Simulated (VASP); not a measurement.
Ir: single point with PBEsol

Crystal: Ir.

```
Ir
1.0
     0.00000    2.38495    2.38495
     2.38495    0.00000    2.38495
     2.38495    2.38495    0.00000
Ir
2
Direct
  0.87500 0.87500 0.87500
  0.12500 0.12500 0.12500
```

```json
{
  "Program": "VASP 6.6.1",
  "Task": "single point",
  "Functional": "PBEsol",
  "Potentials or basis": "VASP PAW PBE potentials, release 64 (Ir)",
  "Cutoff": "520 eV",
  "k mesh": "13 × 13 × 13",
  "Occupations": "methfessel-paxton, width 0.01 eV",
  "Spin": "no spin polarisation",
  "Dipole correction": "no",
  "Further INCAR settings": "ALGO = Normal; EDIFF = 1e-07; NBANDS = 16"
}
```

```yaml
Pressure: 225.9 GPa
Band_gap_on_the_k_mesh: zero (band 9 reaches 13.90 eV, above the bottom of band 10 at 10.83 eV)
```

Levels at points of the mesh, in eV from the Fermi level:
| k point | band 7 | band 8 | band 9 | band 10 | band 11 | band 12 |
| --- | --- | --- | --- | --- | --- | --- |
| (0.00, 0.00, 0.00) | -2.86 | -2.86 | -2.86 | 2.38 | 2.38 | 11.66 |

Wall time 53 s on 1 thread of AMD EPYC 7R13, with other jobs on the host, peak memory 0.15 GiB.

Caveat: the PAW data sets were made with another functional, which shifts forces and pressure a little; spin-orbit coupling is left out, which moves the levels of the heavy elements.
